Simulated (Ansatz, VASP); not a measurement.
**One calculation of AlP7, two programs**

```
Al P
1.0
     5.87210    0.00000    0.00000
     0.00000    5.87210    0.00000
     0.00000    0.00000    5.87210
Al P
1 7
Cartesian
  0.0000 0.0000 0.0000
  1.4834 1.4834 1.4834
  0.0000 2.9361 2.9361
  2.9361 2.9361 0.0000
  2.9361 0.0000 2.9361
  4.3887 1.4834 4.3887
  4.3887 4.3887 1.4834
  1.4834 4.3887 4.3887
```

Change from the starting cell: species swapped into the Si7Ge type (P-43m, No. 215).

Alike in both runs: task single point; functional PBE; k mesh 4 × 4 × 4; occupations gaussian, width 0.1 eV; no spin polarisation.

|  | VASP | Ansatz |
| --- | --- | --- |
| version | VASP 6.6.1 | Ansatz 0.2.0 |
| potentials or method | VASP PAW PBE potentials, release 64 (Al, P), cutoff 520 eV | scalar-relativistic, plane waves, PAW |
| valence electrons in the cell | 38 | 38 |

VASP gave:

```
gap on the k mesh at the Fermi level (eV) : none
pressure (GPa)                            : -8.3
rms of the force components (eV/Å)        : 0.055
```

Problem. Which values does Ansatz return?

Solution. gap on the k mesh at the Fermi level (eV): none; pressure (GPa): -8.2; rms of the force components (eV/Å): 0.055.

Atom by atom the forces differ by 0.000 eV/Å (rms over components). A gap of «none» marks a metal or a gap that the smearing closes.
